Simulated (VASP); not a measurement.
Wanted: the native input for a VASP 6.6.1 run.

```yaml
Task: single point
Functional: r2SCAN
Potentials_or_basis: VASP PAW PBE potentials, release 64 (O, H, C)
Cutoff: 520 eV
k_mesh: 1 × 1 × 1
Occupations: fermi-dirac, width 0.05 eV
Spin: no spin polarisation
Dipole_correction: no
Further_INCAR_settings: LREAL = Auto; ALGO = Normal; EDIFF = 1e-06; NBANDS = 37
```

The system is H8CO6.

```xyz
15
Lattice="5.8925 0.0000 0.0000 0.0000 5.8925 0.0000 0.0000 0.0000 5.8925" Properties=species:S:1:pos:R:3 pbc="T T T"
O     1.0601    2.7435    3.4573
O     1.0500    4.8317    1.9870
O     5.3771    0.8554    2.4093
O     3.4057    1.5261    4.4689
O     3.6688    3.9092    6.8005
O     5.3231    4.3650    5.1896
H     0.4167    2.9382    4.1810
H     0.5155    2.0369    3.0264
H     1.8358    5.0009    1.3994
H     1.1706    3.9069    2.5139
H     5.7201   -0.0596    2.1915
H     4.7411    0.6369    3.1738
H     3.2736    1.5220    5.4531
H     2.8694    2.1851    4.1185
C     4.5730    4.1777    6.0329
```

These files were run (other wordings do the same):

POSCAR

```
H8CO6
1.0
    5.8925310000      0.0000000000      0.0000000000
    0.0000000000      5.8925310000      0.0000000000
    0.0000000000      0.0000000000      5.8925310000
O H C
6 8 1
Direct
    0.1799057145      0.4655894046      0.5867258059
    0.1781916803      0.8199702301      0.3372065416
    0.9125280800      0.1451668222      0.4088735384
    0.5779689577      0.2589888793      0.7584007619
    0.6226187015      0.6634161110      1.1540881160
    0.9033639365      0.7407682709      0.8807081371
    0.0707166411      0.4986312333      0.7095423002
    0.0874836297      0.3456748891      0.5135993345
    0.3115469397      0.8486845466      0.2374870832
    0.1986582676      0.6630257864      0.4266248239
    0.9707373623     -0.0101144992      0.3719114927
    0.8045948337      0.1080859821      0.5386140523
    0.5555507472      0.2582930832      0.9254257636
    0.4869554356      0.3708253720      0.6989356526
    0.7760671942      0.7089822692      1.0238215124
```

INCAR.step1

```
ALGO = Normal ; EDIFF = 1E-4
ENCUT = 520 ; GGA = PE
ISMEAR = -1 ; LASPH = T
LCHARG = F ; LREAL = Auto
LWAVE = T ; NBANDS = 37
NELM = 100 ; PREC = Accurate
SIGMA = 0.05
```

INCAR.step2

```
ALGO = Normal ; EDIFF = 1E-6
ENCUT = 520 ; ISIF = 2
ISMEAR = -1 ; ISTART = 1
LASPH = T ; LCHARG = F
LMIXTAU = T ; LREAL = Auto
LWAVE = F ; METAGGA = R2SCAN
NBANDS = 37 ; NELM = 100
PREC = Accurate ; SIGMA = 0.05
```

KPOINTS

```
k-points
0
Gamma
  1 1 1
```

Potentials or basis: VASP PAW PBE potentials, release 64 (O, H, C).

Command:

```console
$ cat potpaw_PBE.64/O/POTCAR potpaw_PBE.64/H/POTCAR potpaw_PBE.64/C/POTCAR > POTCAR
$ cp INCAR.step1 INCAR
$ mpirun -np 1 vasp_gam > vasp.out
$ cp INCAR.step2 INCAR
$ mpirun -np 1 vasp_gam > vasp.out
```

It gave:

* Pressure: -1.6 GPa
* Largest force: 6.128 eV/Å

Caveat: the k points lie up to 1.07 Å⁻¹ apart; the atoms stand as in a frame of molecular dynamics; the PAW data sets were made with another functional, which shifts forces and pressure a little.

Run time: 46 s on 1 thread of Intel(R) Xeon(R) 6975P-C (Granite Rapids), with other jobs on the host, peak memory 0.33 GiB.
